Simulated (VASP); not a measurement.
# Bi2S3 (Pnma) in VASP: electric field gradients with PBE

Aim: the electric field gradients of Bi2S3 with PBE.

All numbers are computed with VASP 6.6.1; they aren't measurements. Logs are shortened: lines on timing, memory, paths and dates and some standing lists are left out, and cuts for length are marked.

## (1) The cell of the first run

The structure is orthorhombic, space group Pnma (No. 62). The conventional cell has a = 10.634 Å, b = 3.842 Å, c = 10.463 Å, α = 90.00°, β = 90.00°, γ = 90.00°. Bi (site symmetry m) has 7 S at 2.67 to 2.91 Å within 3.5 Å. Within 3.9 Å of Bi (site symmetry m) lie 8 S at 2.63 to 3.61 Å and 2 Bi at 3.84 Å. Within 3.6 Å of S (site symmetry m) lie 5 Bi at 2.63 to 2.87 Å and 7 S at 3.47 to 3.59 Å. S (site symmetry m) has 5 Bi at 2.67 to 3.01 Å and 6 S at 3.19 to 3.56 Å within 3.6 Å. S (site symmetry m) has 5 Bi at 2.68 to 3.61 Å and 10 S at 3.19 to 3.93 Å within 4.0 Å.

## (2) Electric field gradients, PBE

INCAR reads:

```
SYSTEM = Bi2S3
PREC = Accurate ; ENCUT = 520
EDIFF = 1E-8 ; ISMEAR = -1
SIGMA = 0.02 ; LREAL = Auto
LASPH = .TRUE. ; NELM = 60
ALGO = Normal ; ISIF = 2
LWAVE = .FALSE. ; LCHARG = .FALSE.
GGA = PE ; LEFG = .TRUE.
NBANDS = 112 ; KPAR = 4
```

KPOINTS reads:

```
Automatic mesh
0
G
  3 7 3
  0 0 0
```

POSCAR reads:

```
Bi2S3
1.0
   10.6340000000      0.0000000000      0.0000000000
    0.0000000000      3.8423000000      0.0000000000
    0.0000000000      0.0000000000     10.4630000000
Bi S
8 12
Direct
    0.9944000000      0.2500000000      0.6748000000
    0.5056000000      0.7500000000      0.1748000000
    0.4944000000      0.2500000000      0.8252000000
    0.0056000000      0.7500000000      0.3252000000
    0.3253000000      0.2500000000      0.4677000000
    0.1747000000      0.7500000000      0.9677000000
    0.8253000000      0.2500000000      0.0323000000
    0.6747000000      0.7500000000      0.5323000000
    0.0529000000      0.2500000000      0.1296000000
    0.4471000000      0.7500000000      0.6296000000
    0.5529000000      0.2500000000      0.3704000000
    0.9471000000      0.7500000000      0.8704000000
    0.3724000000      0.2500000000      0.0602000000
    0.1276000000      0.7500000000      0.5602000000
    0.8724000000      0.2500000000      0.4398000000
    0.6276000000      0.7500000000      0.9398000000
    0.2223000000      0.2500000000      0.7963000000
    0.2777000000      0.7500000000      0.2963000000
    0.7223000000      0.2500000000      0.7037000000
    0.7777000000      0.7500000000      0.2037000000
```

Potentials or basis: VASP PAW PBE potentials, release 64 (Bi_d, S).

Run with:

```bash
cat potpaw_PBE.64/Bi_d/POTCAR potpaw_PBE.64/S/POTCAR > POTCAR
mpirun -np 4 vasp_std > vasp.out
```

OUTCAR:

```text
SYSTEM = Bi2S3
   PREC = Accurate
   ENCUT = 520
   EDIFF = 1E-8
   ISMEAR = -1
   LREAL = Auto
   LASPH = .TRUE.
   NELM = 60
   ISIF = 2
   GGA = PE

 ion  position               nearest neighbor table
   1  0.994  0.250  0.675-  14 2.67  14 2.67  17 2.74  15 2.78  12 2.85  12 2.85  19 2.91
   2  0.506  0.750  0.175-  13 2.67  13 2.67  18 2.74  16 2.78  11 2.85  11 2.85  20 2.91
   3  0.494  0.250  0.825-  16 2.67  16 2.67  19 2.74  13 2.78  10 2.85  10 2.85  17 2.91
   4  0.006  0.750  0.325-  15 2.67  15 2.67  20 2.74  14 2.78   9 2.85   9 2.85  18 2.91
   5  0.325  0.250  0.468-  11 2.63  18 2.68  18 2.68  10 2.87  10 2.87  14 3.01  14 3.01
   6  0.175  0.750  0.968-  12 2.63  17 2.68  17 2.68   9 2.87   9 2.87  13 3.01  13 3.01
   7  0.825  0.250  0.032-   9 2.63  20 2.68  20 2.68  12 2.87  12 2.87  16 3.01  16 3.01
   8  0.675  0.750  0.532-  10 2.63  19 2.68  19 2.68  11 2.87  11 2.87  15 3.01  15 3.01
   9  0.053  0.250  0.130-   7 2.63   4 2.85   4 2.85   6 2.87   6 2.87
  10  0.447  0.750  0.630-   8 2.63   3 2.85   3 2.85   5 2.87   5 2.87
  11  0.553  0.250  0.370-   5 2.63   2 2.85   2 2.85   8 2.87   8 2.87
  12  0.947  0.750  0.870-   6 2.63   1 2.85   1 2.85   7 2.87   7 2.87
  13  0.372  0.250  0.060-   2 2.67   2 2.67   3 2.78   6 3.01   6 3.01
  14  0.128  0.750  0.560-   1 2.67   1 2.67   4 2.78   5 3.01   5 3.01
  15  0.872  0.250  0.440-   4 2.67   4 2.67   1 2.78   8 3.01   8 3.01
  16  0.628  0.750  0.940-   3 2.67   3 2.67   2 2.78   7 3.01   7 3.01
  17  0.222  0.250  0.796-   6 2.68   6 2.68   1 2.74   3 2.91
  18  0.278  0.750  0.296-   5 2.68   5 2.68   2 2.74   4 2.91
  19  0.722  0.250  0.704-   8 2.68   8 2.68   3 2.74   1 2.91
  20  0.778  0.750  0.204-   7 2.68   7 2.68   4 2.74   2 2.91

  LATTYP: Found a simple orthorhombic cell.
 ALAT       =     3.8423000000
 B/A-ratio  =     2.7231085548
 C/A-ratio  =     2.7676131484

  Lattice vectors:

 A1 = (   0.0000000000,   3.8423000000,   0.0000000000)
 A2 = (   0.0000000000,   0.0000000000,  10.4630000000)
 A3 = (  10.6340000000,   0.0000000000,   0.0000000000)

Analysis of symmetry for initial positions (statically):
=====================================================================
 Subroutine PRICEL returns:
 Original cell was already a primitive cell.

 Routine SETGRP: Setting up the symmetry group for a
 simple orthorhombic supercell.

 Subroutine GETGRP returns: Found  8 space group operations
 (whereof  2 operations were pure point group operations)
 out of a pool of  8 trial point group operations.

The static configuration has the point symmetry S_2 .
 The point group associated with its full space group is D_2h.

Analysis of symmetry for dynamics (positions and initial velocities):
=====================================================================
 Subroutine PRICEL returns:
 Original cell was already a primitive cell.

 Routine SETGRP: Setting up the symmetry group for a
 simple orthorhombic supercell.

 Subroutine GETGRP returns: Found  8 space group operations
 (whereof  2 operations were pure point group operations)
 out of a pool of  8 trial point group operations.

The dynamic configuration has the point symmetry S_2 .
 The point group associated with its full space group is D_2h.

 Subroutine INISYM returns: Found  8 space group operations
 (whereof  2 operations are pure point group operations),
 and found     1 'primitive' translations

----------------------------------------------------------------------------------------

                                     Primitive cell

  volume of cell :     427.5079

  direct lattice vectors                    reciprocal lattice vectors
    10.634000000  0.000000000  0.000000000     0.094037991  0.000000000  0.000000000
     0.000000000  3.842300000  0.000000000     0.000000000  0.260260781  0.000000000
     0.000000000  0.000000000 10.463000000     0.000000000  0.000000000  0.095574883

  length of vectors
    10.634000000  3.842300000 10.463000000     0.094037991  0.260260781  0.095574883

  position of ions in fractional coordinates (direct lattice)
     0.994400000  0.250000000  0.674800000
     0.505600000  0.750000000  0.174800000
     0.494400000  0.250000000  0.825200000
     0.005600000  0.750000000  0.325200000
     0.325300000  0.250000000  0.467700000
     0.174700000  0.750000000  0.967700000
[... 113 lines left out ...]
   EMIN   =  10.00;   EMAX   =-10.00  energy-range for DOS
   EFERMI =   0.00;   METHOD = LEGACY
   ISMEAR =    -1;   SIGMA  =   0.02  broadening in eV -4-tet -1-fermi 0-gaus
   EFERMI_NEDOS =   21; number of points for ismear=-14 and -15
   IALGO  =     38    algorithm
   IMIX   =      4    mixing-type and parameters
     AMIX     =   0.40;   BMIX     =  1.00
     AMIX_MAG =   1.60;   BMIX_MAG =  1.00
  volume/ion in A,a.u.               =      21.38       144.25
  Fermi-wavevector in a.u.,A,eV,Ry     =   1.253701  2.369151 21.385166  1.571765
  Thomas-Fermi vector in A             =   2.387541
   LORBIT       =      0    0 simple, 1 ext, 2 COOP (PROOUT), +10 PAW based schemes
   GGA     = PE    functional components
   LHFCALC =     F    Hartree Fock is set to
   AEXX    =    0.0000 exact exchange contribution
   IVDW    =     0    specifies the selected vdW correction
   LEPSILON=     F    determine dielectric tensor
   LRPA    =     F    only Hartree local field effects (RPA)
 non-spin polarized calculation
  energy-cutoff  :      520.00
  volume of cell :      427.51
 maximum number of plane-waves:     11552
 NGX is ok and might be reduce to    80
   NGX = 39   NGY = 15   NGZ = 39

 number of electron     191.9999981 magnetization

 Free energy of the ion-electron system (eV)
  ---------------------------------------------------
  ext. energy  EPLUGINS =         0.00000000
  ---------------------------------------------------
  free energy    TOTEN  =       -84.85566967 eV

  energy without entropy =      -84.85566967  energy(sigma->0) =      -84.85566967

 E-fermi :   7.9014     XC(G=0): -10.5519

 val. band max:        7.4206105207   @ k =   0.0000   0.0000   0.0000
 cond. band min:       8.4021565825   @ k =   0.0000   0.0000   0.0000
 fundamental gap:      0.9815460618
 Fermi energy:         7.9013998552

 k-point     1 :       0.0000    0.0000    0.0000
  band No.  band energies     occupation
      1     -15.3607      2.00000
      2     -15.3543      2.00000
      3     -15.3501      2.00000
      4     -15.3485      2.00000
      5     -15.3470      2.00000
      6     -15.3417      2.00000
[... 1765 lines left out ...]
    107      11.1373      0.00000
    108      11.3275      0.00000
 [bands above 108 left out]

------------------------ aborting loop because EDIFF is reached ----------------------------------------

  FORCE on cell =-STRESS in cart. coord.  units (eV):
  Direction    XX          YY          ZZ          XY          YZ          ZX
  --------------------------------------------------------------------------------------
  -------------------------------------------------------------------------------------
  Total       33.7308654     33.7629128     33.6947013      0.0000000      0.0000000      0.0000000
  in kB      126.4136334    126.5337377    126.2781006      0.0000000      0.0000000      0.0000000
  external PRESSURE =     126.4084906 kB  Pullay stress =       0.0000000 kB

 VOLUME and BASIS-vectors are now :
 -----------------------------------------------------------------------------
  energy-cutoff  :      520.00
  volume of cell :      427.51
      direct lattice vectors                 reciprocal lattice vectors
    10.634000000  0.000000000  0.000000000     0.094037991  0.000000000  0.000000000
     0.000000000  3.842300000  0.000000000     0.000000000  0.260260781  0.000000000
     0.000000000  0.000000000 10.463000000     0.000000000  0.000000000  0.095574883

 POSITION                                       TOTAL-FORCE (eV/Angst)
 -----------------------------------------------------------------------------------
     10.57445      0.96057      7.06043        -0.181403      0.000000      0.096767
      5.37655      2.88172      1.82893         0.181403     -0.000000      0.096767
      5.25745      0.96057      8.63407        -0.181403      0.000000     -0.096767
      0.05955      2.88172      3.40257         0.181403     -0.000000     -0.096767
      3.45924      0.96057      4.89355        -0.110036      0.000000      0.294382
      1.85776      2.88172     10.12505         0.110036     -0.000000      0.294382
[... 12 lines left out ...]
      7.68094      0.96057      7.36281         0.139476     -0.000000      0.231251
      8.27006      2.88172      2.13131        -0.139476     -0.000000      0.231251
 -----------------------------------------------------------------------------------
    total drift:                               -0.000000     -0.000000     -0.000000

  FREE ENERGIE OF THE ION-ELECTRON SYSTEM (eV)
  ---------------------------------------------------
  free  energy   TOTEN  =       -84.8556696717 eV

  energy  without entropy=      -84.8556696717  energy(sigma->0) =      -84.85566967

 Electric field gradients (V/A^2)
---------------------------------------------------------------------
 ion       V_xx      V_yy      V_zz      V_xy      V_xz      V_yz
---------------------------------------------------------------------
   1      17.156    -1.176   -15.980     0.000   -13.967    -0.000
   2      17.156    -1.176   -15.980    -0.000    13.967    -0.000
   3      17.156    -1.176   -15.980    -0.000    13.967     0.000
   4      17.156    -1.176   -15.980    -0.000   -13.967    -0.000
   5       7.869    51.662   -59.531     0.000    81.095    -0.000
   6       7.869    51.662   -59.531    -0.000   -81.095     0.000
[... 12 lines left out ...]
  19      -7.746    14.979    -7.232    -0.000     2.137    -0.000
  20      -7.746    14.979    -7.232     0.000    -2.137    -0.000
---------------------------------------------------------------------

 Electric field gradients after diagonalization (V/A^2)
 (convention: |V_zz| > |V_xx| > |V_yy|)
----------------------------------------------------------------------
 ion       V_xx      V_yy      V_zz     asymmetry (V_yy - V_xx)/ V_zz
----------------------------------------------------------------------
   1     -21.082    -1.176    22.258       0.894
   2     -21.082    -1.176    22.258       0.894
   3     -21.082    -1.176    22.258       0.894
   4     -21.082    -1.176    22.258       0.894
   5      61.987    51.662  -113.650       0.091
   6      61.987    51.662  -113.650       0.091
[... 12 lines left out ...]
  19      -9.642    -5.337    14.979       0.287
  20      -9.642    -5.337    14.979       0.287
----------------------------------------------------------------------

           NMR quadrupolar parameters

 Cq : quadrupolar parameter    Cq=e*Q*V_zz/h
 eta: asymmetry parameters     (V_yy - V_xx)/ V_zz
 Q  : nuclear electric quadrupole moment in mb (millibarn)
----------------------------------------------------------------------
 ion       Cq(MHz)       eta       Q (mb)
----------------------------------------------------------------------
   1       0.054       0.894       1.000
   2       0.054       0.894       1.000
   3       0.054       0.894       1.000
   4       0.054       0.894       1.000
   5      -0.275       0.091       1.000
   6      -0.275       0.091       1.000
[... 12 lines left out ...]
  19       0.036       0.287       1.000
  20       0.036       0.287       1.000
----------------------------------------------------------------------
```

Run time: 6.6 min. Hardware: 4 MPI ranks of Oxide Virtual Turin-like, shared host; peak memory 0.71 GiB.

Results:

```
Free energy                             : -84.8557 eV
Pressure                                : 12.6 GPa
Largest force                           : 0.314 eV/Å
Band gap on the k mesh                  : 0.98 eV
Largest electric field gradient by atom : Bi +22.3, -113.7 (each value once); S -21.7, -52.8, +15.0 (each value once) V/Å²
```

Forces on the atoms (eV/Å):
```
Bi  -0.181  0.000  0.097
Bi   0.181  0.000  0.097
Bi  -0.181  0.000 -0.097
Bi   0.181  0.000 -0.097
Bi  -0.110  0.000  0.294
Bi   0.110  0.000  0.294
Bi  -0.110  0.000 -0.294
Bi   0.110  0.000 -0.294
S    0.120  0.000  0.095
S   -0.120  0.000  0.095
S    0.120  0.000 -0.095
S   -0.120  0.000 -0.095
S   -0.023  0.000 -0.048
S    0.023  0.000 -0.048
S   -0.023  0.000  0.048
S    0.023  0.000  0.048
S    0.139  0.000 -0.231
S   -0.139  0.000 -0.231
S    0.139  0.000  0.231
S   -0.139  0.000  0.231
```

Electric field gradients, principal values (V/Å²):
| atom | least | middle | greatest (by size) |
| --- | --- | --- | --- |
| 1 Bi | -1.176 | -21.082 | 22.258 |
| 2 Bi | -1.176 | -21.082 | 22.258 |
| 3 Bi | -1.176 | -21.082 | 22.258 |
| 4 Bi | -1.176 | -21.082 | 22.258 |
| 5 Bi | 51.662 | 61.987 | -113.650 |
| 6 Bi | 51.662 | 61.987 | -113.650 |
| 7 Bi | 51.662 | 61.987 | -113.650 |
| 8 Bi | 51.662 | 61.987 | -113.650 |
| 9 S | 6.244 | 15.497 | -21.741 |
| 10 S | 6.244 | 15.497 | -21.741 |
| 11 S | 6.244 | 15.497 | -21.741 |
| 12 S | 6.244 | 15.497 | -21.741 |
| 13 S | 24.729 | 28.042 | -52.770 |
| 14 S | 24.729 | 28.042 | -52.770 |
| 15 S | 24.729 | 28.042 | -52.770 |
| 16 S | 24.729 | 28.042 | -52.770 |
| 17 S | -5.337 | -9.642 | 14.979 |
| 18 S | -5.337 | -9.642 | 14.979 |
| 19 S | -5.337 | -9.642 | 14.979 |
| 20 S | -5.337 | -9.642 | 14.979 |

Caveat: the cell stands under pressure; without QUAD_EFG the Cq values of the log hold for a quadrupole moment of 1 mb, not for the nuclei; spin-orbit coupling is left out, which moves the levels of the heavy elements. A k mesh can miss the band edges.
